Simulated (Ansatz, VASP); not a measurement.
## B: VASP beside Ansatz

INCAR

```
PREC = Accurate
ENCUT = 600
EDIFF = 1E-7
ISMEAR = 0
SIGMA = 0.1
LREAL = False
LASPH = True
NELM = 80
ALGO = Normal
ISIF = 3
LWAVE = False
LCHARG = False
GGA = PE
IBRION = 2
NSW = 90
EDIFFG = -0.04
```

Contents of KPOINTS:

```
regular mesh
0
Gamma
  6 6 2
```

POSCAR

```
B
1.0
    2.7926715900      0.0000000000      0.0000000000
   -1.3963358000      2.4185245400      0.0000000000
    0.0000000000      0.0000000000     13.6812225300
B
12
Direct
    0.0000000000      0.0000000000      0.1875000000
    0.0000000000      0.0000000000      0.6875000000
    0.0000000000      0.0000000000      0.3125000000
    0.0000000000      0.0000000000      0.8125000000
    0.3333333300      0.6666666700      0.5208299800
    0.6666666700      0.3333333300      0.0208299800
    0.3333333300      0.6666666700      0.9791700200
    0.6666666700      0.3333333300      0.4791700200
    0.3333333300      0.6666666700      0.6458299800
    0.6666666700      0.3333333300      0.1458299800
    0.3333333300      0.6666666700      0.8541700200
    0.6666666700      0.3333333300      0.3541700200
```

Input for Ansatz:

```yaml
crystal:
  lattice:
    - [2.79267159, 0.0, 0.0]
    - [-1.3963358, 2.41852454, 0.0]
    - [0.0, 0.0, 13.68122253]
  atoms:
    - { symbol: B, position: [0.0, 0.0, 0.1875] }
    - { symbol: B, position: [0.0, 0.0, 0.6875] }
    - { symbol: B, position: [0.0, 0.0, 0.3125] }
    - { symbol: B, position: [0.0, 0.0, 0.8125] }
    - { symbol: B, position: [0.33333333, 0.66666667, 0.52082998] }
    - { symbol: B, position: [0.66666667, 0.33333333, 0.02082998] }
    - { symbol: B, position: [0.33333333, 0.66666667, 0.97917002] }
    - { symbol: B, position: [0.66666667, 0.33333333, 0.47917002] }
    - { symbol: B, position: [0.33333333, 0.66666667, 0.64582998] }
    - { symbol: B, position: [0.66666667, 0.33333333, 0.14582998] }
    - { symbol: B, position: [0.33333333, 0.66666667, 0.85417002] }
    - { symbol: B, position: [0.66666667, 0.33333333, 0.35417002] }
basis:
  ecutwfc: 420
kpoints:
  mp_grid: { grid: [6, 6, 2] }
hamiltonian:
  xc: pbe
scf:
  occupations: { method: gaussian, width: 0.1 }
  lower_state_search: "off"
output:
  forces: true
  stress: true
  eigenvalues: true
relax:
  adjacent_minimum: "off"
  f_tol: 0.04
  max_steps: 70
  cell: { stress_tol: 0.4 }
```

Alike in both runs: task relaxation of cell and atoms; functional PBE; k mesh 6 × 6 × 2; occupations gaussian, width 0.1 eV; no spin polarisation.

```csv
,VASP,Ansatz
version,VASP 6.6.1,Ansatz 0.2.0
potentials or method,"VASP PAW PBE potentials, release 64 (B), cutoff 600 eV","scalar-relativistic, plane waves, PAW"
valence electrons in the cell,36,36
```

Ansatz gave:

| Quantity | Value |
| --- | --- |
| gap on the k mesh at the Fermi level, each at its own relaxed structure (eV) | none |
| relaxed volume (Å³/atom) | 7.11 |
| relaxed length of the cell vector where the two differ most in proportion (Å) | 2.886 |

Problem. What did VASP give for the same quantities?

Solution. gap on the k mesh at the Fermi level, each at its own relaxed structure (eV): none; relaxed volume (Å³/atom): 7.10; relaxed length of the cell vector where the two differ most in proportion (Å): 2.884.

A gap of «none» marks a metal or a gap that the smearing closes.

The k mesh is coarse, so the values compare programs but aren't converged.
